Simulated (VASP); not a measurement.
# KF in VASP: settings compared, part 2 of 2

VASP 6.6.1. The steps go on from the part before.

### 5 Single point, r2SCAN (uniaxial z strain +2.0%)

The input, POSCAR:

```
KF
1.0
    0.0000000000      2.9354014086      2.9941094368
    2.9354014086      0.0000000000      2.9941094368
    2.9354014086      2.9354014086      0.0000000000
K F
1 1
Direct
    0.0000000000      0.0000000000      0.0000000000
    0.2500000000      0.2500000000      0.2500000000
```

The input, INCAR.step1:

```
  ALGO = Normal
  EDIFF = 1E-4
  ENCUT = 520
  GGA = PE
  ISMEAR = 0
  LASPH = T
  LCHARG = F
  LREAL = F
  LWAVE = T
  NBANDS = 15
  NELM = 60
  PREC = Accurate
  SIGMA = 0.01
```

The input, INCAR.step2:

```
  ALGO = Normal
  EDIFF = 1E-7
  ENCUT = 520
  ISIF = 2
  ISMEAR = 0
  ISTART = 1
  LASPH = T
  LCHARG = F
  LMIXTAU = T
  LREAL = F
  LWAVE = F
  METAGGA = R2SCAN
  NBANDS = 15
  NELM = 60
  PREC = Accurate
  SIGMA = 0.01
```

The input, KPOINTS:

```
k-points
0
Gamma
  8 8 8
```

Potentials or basis: VASP PAW PBE potentials, release 64 (K_sv, F).

Started as:

```
$ cat potpaw_PBE.64/K_sv/POTCAR potpaw_PBE.64/F/POTCAR > POTCAR
$ cp INCAR.step1 INCAR
$ mpirun -np 1 vasp_std > vasp.out
$ cp INCAR.step2 INCAR
$ mpirun -np 1 vasp_std > vasp.out
```

OUTCAR:

```text
EDIFF = 1E-7
   ENCUT = 520
   ISIF = 2
   ISMEAR = 0
   ISTART = 1
   LASPH = T
   LREAL = F
   METAGGA = R2SCAN
   NELM = 60
   PREC = Accurate

 ion  position               nearest neighbor table
   1  0.000  0.000  0.000-   2 2.56   2 2.56   2 2.56   2 2.56
   2  0.250  0.250  0.250-   1 2.56   1 2.56   1 2.56   1 2.56

  LATTYP: Found a body centered tetragonal cell.
 ALAT       =     4.1512844831
 C/A-ratio  =     1.4424978336

  Lattice vectors:

[... 616 lines left out ...]

 [... further k-points ...]

------------------------ aborting loop because EDIFF is reached ----------------------------------------

  FORCE on cell =-STRESS in cart. coord.  units (eV):
  Direction    XX          YY          ZZ          XY          YZ          ZX
  --------------------------------------------------------------------------------------
  -------------------------------------------------------------------------------------
  Total       -0.1368885     -0.1368885     -0.1509109      0.0000000      0.0000000     -0.0000000
  in kB       -4.2505482     -4.2505482     -4.6859588      0.0000000      0.0000000     -0.0000000
  external PRESSURE =      -4.3956851 kB  Pullay stress =       0.0000000 kB

 VOLUME and BASIS-vectors are now :
 -----------------------------------------------------------------------------
  energy-cutoff  :      520.00
  volume of cell :       51.60
      direct lattice vectors                 reciprocal lattice vectors
     0.000000000  2.935401409  2.994109437    -0.170334455  0.170334455  0.166994564
     2.935401409  0.000000000  2.994109437     0.170334455 -0.170334455  0.166994564
     2.935401409  2.935401409  0.000000000     0.170334455  0.170334455 -0.166994564

 POSITION                                       TOTAL-FORCE (eV/Angst)
 -----------------------------------------------------------------------------------
      0.00000      0.00000      0.00000        -0.000000     -0.000000     -0.000000
      1.46770      1.46770      1.49705         0.000000      0.000000      0.000000
 -----------------------------------------------------------------------------------
    total drift:                               -0.000000     -0.000000     -0.000000

  FREE ENERGIE OF THE ION-ELECTRON SYSTEM (eV)
  ---------------------------------------------------
  free  energy   TOTEN  =       -14.7057692799 eV

  energy  without entropy=      -14.7057692799  energy(sigma->0) =      -14.70576928
```

OUTCAR.step1:

```text
EDIFF = 1E-4
   ENCUT = 520
   GGA = PE
   ISMEAR = 0
   LASPH = T
[... 653 lines left out ...]
 -----------------------------------------------------------------------------------
      0.00000      0.00000      0.00000        -0.000000     -0.000000     -0.000000
      1.46770      1.46770      1.49705         0.000000      0.000000      0.000000
 -----------------------------------------------------------------------------------
    total drift:                                0.000000      0.000000      0.000000

  FREE ENERGIE OF THE ION-ELECTRON SYSTEM (eV)
  ---------------------------------------------------
  free  energy   TOTEN  =        -8.1266646842 eV

  energy  without entropy=       -8.1266646842  energy(sigma->0) =       -8.12666468
```

Run time: 3.3 min. Hardware: 1 thread of AMD EPYC 7R43 (Zen 3), shared host; peak memory 0.18 GiB.

What came out:

```
Free energy            : -14.7058 eV
Pressure               : -0.4 GPa
Band gap on the k mesh : 5.69 eV, indirect (least direct gap 5.88 eV)
```

Levels at points of the mesh, in eV from the valence-band top:
```tsv
k point	band 6	band 7	band 8	band 9	band 10	band 11
(0.00, 0.00, 0.00)	-0.19	-0.19	-0.19	5.69	12.48	12.57
(0.50, 0.00, 0.00)	-0.25	-0.11	-0.10	8.49	9.77	11.57
(0.50, 0.50, 0.00)	-0.42	0.00	0.00	8.74	8.85	13.03
(0.50, 0.00, 0.50)	-0.41	-0.01	0.00	8.79	8.91	13.18
```

Caveat: the cell differs from its parent crystal (uniaxial z strain +2.0%); the PAW data sets were made with another functional, which shifts forces and pressure a little. A k mesh can miss the band edges.

### 6 Single point, r2SCAN (epitaxial 111 strain +0.5%)

The input, POSCAR:

```
KF
1.0
   -0.0176124085      2.9324660072      2.9324660072
    2.9324660072     -0.0176124085      2.9324660072
    2.9324660072      2.9324660072     -0.0176124085
K F
1 1
Direct
   -0.0005319485     -0.0005319485     -0.0005319485
    0.2505319485      0.2505319485      0.2505319485
```

The input, INCAR.step1:

```
PREC = Accurate ; ENCUT = 520
ISMEAR = 0 ; SIGMA = 0.01
LREAL = False ; LASPH = True
NELM = 60 ; NBANDS = 15
GGA = PE ; ALGO = Normal
EDIFF = 1E-4 ; LWAVE = True
LCHARG = False
```

The input, INCAR.step2:

```
PREC = Accurate ; ENCUT = 520
EDIFF = 1E-7 ; ISMEAR = 0
SIGMA = 0.01 ; LREAL = False
LASPH = True ; NELM = 60
ALGO = Normal ; ISIF = 2
LWAVE = False ; LCHARG = False
METAGGA = R2SCAN ; LMIXTAU = True
NBANDS = 15 ; ISTART = 1
```

The input, KPOINTS:

```
Automatic mesh
0
Gamma
  8 8 8
```

Potentials or basis: VASP PAW PBE potentials, release 64 (K_sv, F).

Started as:

```
$ cat potpaw_PBE.64/K_sv/POTCAR potpaw_PBE.64/F/POTCAR > POTCAR
$ cp INCAR.step1 INCAR
$ mpirun -np 1 vasp_std > vasp.out
$ cp INCAR.step2 INCAR
$ mpirun -np 1 vasp_std > vasp.out
```

OUTCAR:

```text
PREC = Accurate
   ENCUT = 520
   EDIFF = 1E-7
   ISMEAR = 0
   LREAL = False
   LASPH = True
   NELM = 60
   ISIF = 2
   METAGGA = R2SCAN
   ISTART = 1

 ion  position               nearest neighbor table
   1  0.999  0.999  0.999-   2 2.54   2 2.55   2 2.55   2 2.55
   2  0.251  0.251  0.251-   1 2.54   1 2.55   1 2.55   1 2.55

  LATTYP: Found a trigonal (rhomboedric) cell.
 ALAT       =     4.1471705974
 COS(alpha) =     0.4939850844

  Lattice vectors:

 A1 = (  -0.0176124085,   2.9324660072,   2.9324660072)
 A2 = (   2.9324660072,  -0.0176124085,   2.9324660072)
 A3 = (   2.9324660072,   2.9324660072,  -0.0176124085)

Analysis of symmetry for initial positions (statically):
=====================================================================
 Subroutine PRICEL returns:
 Original cell was already a primitive cell.

 Routine SETGRP: Setting up the symmetry group for a
 trigonal (rhombohedral) supercell.

 Subroutine GETGRP returns: Found  6 space group operations
 (whereof  6 operations were pure point group operations)
 out of a pool of 12 trial point group operations.

The static configuration has the point symmetry C_3v.

Analysis of symmetry for dynamics (positions and initial velocities):
=====================================================================
 Subroutine PRICEL returns:
 Original cell was already a primitive cell.

 Routine SETGRP: Setting up the symmetry group for a
 trigonal (rhombohedral) supercell.

 Subroutine GETGRP returns: Found  6 space group operations
 (whereof  6 operations were pure point group operations)
 out of a pool of 12 trial point group operations.

The dynamic configuration has the point symmetry C_3v.

 Subroutine INISYM returns: Found  6 space group operations
 (whereof  6 operations are pure point group operations),
 and found     1 'primitive' translations

----------------------------------------------------------------------------------------
[... 121 lines left out ...]
   IVDW    =     0    specifies the selected vdW correction
   LEPSILON=     F    determine dielectric tensor
   LRPA    =     F    only Hartree local field effects (RPA)
 non-spin polarized calculation
 Gauss-broadening in eV      SIGMA  =   0.01
  energy-cutoff  :      520.00
  volume of cell :       50.89
 maximum number of plane-waves:      1383
   NGX = 15   NGY = 15   NGZ = 15

 number of electron      15.9999997 magnetization

 Free energy of the ion-electron system (eV)
  ---------------------------------------------------
  ext. energy  EPLUGINS =         0.00000000
  ---------------------------------------------------
  free energy    TOTEN  =       -14.70623969 eV

  energy without entropy =      -14.70623969  energy(sigma->0) =      -14.70623969

 E-fermi :  -4.0743     XC(G=0):  -7.3127

 val. band max:       -4.1400812231   @ k =  -0.2500   0.5000   0.2500
 cond. band min:       1.5878436063   @ k =   0.0000   0.0000   0.0000
 fundamental gap:      5.7279248294
 Fermi energy:        -4.0742740549

 k-point     1 :       0.0000    0.0000    0.0000
  band No.  band energies     occupation
      1     -31.3781      2.00000
      2     -23.8081      2.00000
      3     -14.0144      2.00000
      4     -14.0144      2.00000
      5     -14.0141      2.00000
      6      -4.3435      2.00000
      7      -4.3435      2.00000
      8      -4.3354      2.00000
      9       1.5878      0.00000
     10       8.4718      0.00000
     11       8.4718      0.00000
     12       8.5881      0.00000
     13       8.5881      0.00000
     14       8.6278      0.00000
[... 401 lines left out ...]
      2     -23.8628      2.00000
      3     -14.1139      2.00000
      4     -14.0413      2.00000
      5     -14.0314      2.00000
      6      -4.4063      2.00000
      7      -4.2836      2.00000
      8      -4.2703      2.00000
      9       3.2068      0.00000
     10       6.8739      0.00000
     11       7.4766      0.00000
     12       7.9871      0.00000
     13       9.3812      0.00000
     14       9.6298      0.00000
     15      11.1509      0.00000

 [... further k-points ...]

------------------------ aborting loop because EDIFF is reached ----------------------------------------

  FORCE on cell =-STRESS in cart. coord.  units (eV):
  Direction    XX          YY          ZZ          XY          YZ          ZX
  --------------------------------------------------------------------------------------
  -------------------------------------------------------------------------------------
  Total       -0.0391596     -0.0391596     -0.0391596      0.0168807      0.0168807      0.0168807
  in kB       -1.2328904     -1.2328904     -1.2328904      0.5314678      0.5314678      0.5314678
  external PRESSURE =      -1.2328904 kB  Pullay stress =       0.0000000 kB

 VOLUME and BASIS-vectors are now :
 -----------------------------------------------------------------------------
  energy-cutoff  :      520.00
  volume of cell :       50.89
      direct lattice vectors                 reciprocal lattice vectors
    -0.017612408  2.932466007  2.932466007    -0.168976517  0.169997523  0.169997523
     2.932466007 -0.017612408  2.932466007     0.169997523 -0.168976517  0.169997523
     2.932466007  2.932466007 -0.017612408     0.169997523  0.169997523 -0.168976517

 POSITION                                       TOTAL-FORCE (eV/Angst)
 -----------------------------------------------------------------------------------
      5.84421      5.84421      5.84421        -0.004020     -0.004020     -0.004020
      1.46494      1.46494      1.46494         0.004020      0.004020      0.004020
 -----------------------------------------------------------------------------------
    total drift:                               -0.000023     -0.000023     -0.000023

  FREE ENERGIE OF THE ION-ELECTRON SYSTEM (eV)
  ---------------------------------------------------
  free  energy   TOTEN  =       -14.7062396917 eV

  energy  without entropy=      -14.7062396917  energy(sigma->0) =      -14.70623969
```

OUTCAR.step1:

```text
PREC = Accurate
   ENCUT = 520
   ISMEAR = 0
   LREAL = False
   LASPH = True
[... 654 lines left out ...]
      5.84421      5.84421      5.84421        -0.004113     -0.004113     -0.004113
      1.46494      1.46494      1.46494         0.004113      0.004113      0.004113
 -----------------------------------------------------------------------------------
    total drift:                                0.000062      0.000062      0.000062

  FREE ENERGIE OF THE ION-ELECTRON SYSTEM (eV)
  ---------------------------------------------------
  free  energy   TOTEN  =        -8.1231593366 eV

  energy  without entropy=       -8.1231593366  energy(sigma->0) =       -8.12315934
```

OSZICAR.step1:

```text
N       E                     dE             d eps       ncg     rms          rms(c)
DAV:   1     0.110569001386E+03    0.11057E+03   -0.78061E+03  1950   0.985E+02
DAV:   2    -0.437769898661E+01   -0.11495E+03   -0.10508E+03  2548   0.271E+02
DAV:   3    -0.953484456914E+01   -0.51571E+01   -0.51342E+01  2647   0.523E+01
DAV:   4    -0.970105451952E+01   -0.16621E+00   -0.16619E+00  2739   0.831E+00
DAV:   5    -0.970225263020E+01   -0.11981E-02   -0.11981E-02  2590   0.788E-01    0.684E+00
DAV:   6    -0.816479399106E+01    0.15375E+01   -0.46372E+00  2146   0.159E+01    0.388E+00
DAV:   7    -0.811973376653E+01    0.45060E-01   -0.12407E-01  2211   0.254E+00    0.229E+00
DAV:   8    -0.811757500260E+01    0.21588E-02   -0.79393E-02  2132   0.262E+00    0.321E-01
DAV:   9    -0.812116816758E+01   -0.35932E-02   -0.84202E-03  2363   0.578E-01    0.147E-01
DAV:  10    -0.812321358667E+01   -0.20454E-02   -0.22670E-03  2020   0.400E-01    0.584E-02
DAV:  11    -0.812315933662E+01    0.54250E-04   -0.17365E-04  2636   0.104E-01
   1 F= -.81231593E+01 E0= -.81231593E+01  d E =-.273540E-18
```

Wall time 3.9 min (1 thread of AMD EPYC 7R43 (Zen 3), shared host); peak memory 0.17 GiB.

Results:

```yaml
Free_energy: -14.7062 eV
Pressure: -0.1 GPa
Largest_force: 0.007 eV/Å
Band_gap_on_the_k_mesh: 5.73 eV, indirect (least direct gap 5.92 eV)
```

Forces on the atoms (eV/Å):
```
K   -0.004 -0.004 -0.004
F    0.004  0.004  0.004
```

Levels at points of the mesh, in eV from the valence-band top:
| k point | band 4 | band 5 | band 6 | band 7 | band 8 | band 9 | band 10 | band 11 | band 12 | band 13 |
| --- | --- | --- | --- | --- | --- | --- | --- | --- | --- | --- |
| (0.00, 0.00, 0.00) | -9.87 | -9.87 | -0.20 | -0.20 | -0.20 | 5.73 | 12.61 | 12.61 | 12.73 | 12.73 |
| (0.50, 0.00, 0.00) | -9.92 | -9.92 | -0.26 | -0.11 | -0.11 | 8.53 | 9.83 | 11.63 | 11.73 | 13.86 |
| (0.50, 0.50, 0.00) | -9.99 | -9.90 | -0.43 | 0.00 | 0.00 | 8.81 | 8.92 | 13.24 | 13.77 | 13.85 |
| (0.50, 0.50, 0.50) | -9.92 | -9.92 | -0.25 | -0.12 | -0.12 | 8.57 | 9.85 | 11.66 | 11.66 | 13.90 |

Caveat: the cell differs from its parent crystal (epitaxial 111 strain +0.5%); the PAW data sets were made with another functional, which shifts forces and pressure a little. A k mesh can miss the band edges.

### 7 The runs side by side

```tsv
level	cell	smearing	gap on the mesh (eV)	pressure (GPa)	largest force (eV/Å)
r2SCAN	a = 4.317 Å, angles 60.0°, 2 atoms	gaussian 0.01 eV	5.46	-2.1	-
PBE	a = 4.193, b = 4.193, c = 4.151 Å, angles 60.3, 60.3, 59.3°, 2 atoms	fermi-dirac 0.02 eV	5.10	0.5	-
PBE	a = 4.147 Å, angles 60.4°, 2 atoms	fermi-dirac 0.02 eV	5.14	0.8	0.01
r2SCAN	a = 4.193, b = 4.193, c = 4.151 Å, angles 60.3, 60.3, 59.3°, 2 atoms	gaussian 0.01 eV	5.69	-0.4	-
r2SCAN	a = 4.147 Å, angles 60.4°, 2 atoms	gaussian 0.01 eV	5.73	-0.1	0.01
```

Alike in all rows: task single point; potentials or basis VASP PAW PBE potentials, release 64 (K_sv, F); no spin polarisation; k mesh 8 × 8 × 8; cutoff (eV) 520.

Caveats: the PAW data sets were made with another functional, which shifts forces and pressure a little (some runs).

Total energies depend on the potentials used, so only differences within one code and one set of settings carry meaning.
